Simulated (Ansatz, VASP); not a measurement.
# One calculation of C, two programs

File INCAR:

```
  PREC = Accurate
  ENCUT = 520
  EDIFF = 1E-7
  ISMEAR = -1
  SIGMA = 0.05
  LREAL = F
  LASPH = T
  NELM = 60
  ALGO = Normal
  ISIF = 2
  LWAVE = F
  LCHARG = F
  GGA = PE
  NBANDS = 11
```

KPOINTS

```
regular mesh
0
Gamma
  18 18 18
```

POSCAR

```
C
1.0
    0.0000000000      2.1270000000      3.3480000000
    1.2280000000      0.0000000000      3.3480000000
    1.2280000000      2.1270000000      0.0000000000
C
2
Direct
    0.1666700000      0.8333300000      0.1666700000
    0.8333300000      0.1666700000      0.8333300000
```

Input for Ansatz:

```yaml
crystal:
  lattice:
    - [0.0, 2.127, 3.348]
    - [1.228, 0.0, 3.348]
    - [1.228, 2.127, 0.0]
  atoms:
    - { symbol: C, position: [0.16667, 0.83333, 0.16667] }
    - { symbol: C, position: [0.83333, 0.16667, 0.83333] }
kpoints:
  mp_grid: { grid: [18, 18, 18] }
  band_path:
    path:
      - [0.0, 0.0, 0.0]
      - [0.5, 0.0, 0.5]
      - [1.0, 0.5, 0.5]
      - [0.5, 0.5, 0.0]
      - [0.0, 0.0, 0.0]
      - [0.0, 0.3669630913, 0.3669630913]
      - [1.0, 0.6330369087, 0.6330369087]
      - [1.0, 0.5, 0.5]
      - [0.5, 0.0, 0.5]
    npoints: 5
scf:
  occupations: { method: fermi_dirac, width: 0.05 }
hamiltonian:
  xc: pbe
  pseudopotentials:
    kind: all_electron
    lapw: { basis_error: 0.00025 }
    relativity: none
output:
  forces: true
  stress: true
  eigenvalues: true
```

Alike in both runs: task single point; functional PBE; k mesh 18 × 18 × 18; occupations fermi-dirac, width 0.05 eV; no spin polarisation.

```csv
,VASP,Ansatz
version,VASP 6.6.1,Ansatz 0.2.0
potentials or method,"VASP PAW PBE potentials, release 64 (C), cutoff 520 eV","all-electron LAPW, non-relativistic"
```

Ansatz gave:

| Item | Value |
| --- | --- |
| pressure (GPa) | 4.7 |
| traceless stress, the component that is largest in VASP (GPa) | -0.73 |

Q: What did VASP give for the same quantities?

A: Pressure (GPa): 5.1; traceless stress, the component that is largest in VASP (GPa): -1.18.

Ansatz ran all-electron here, and VASP with PAW potentials.
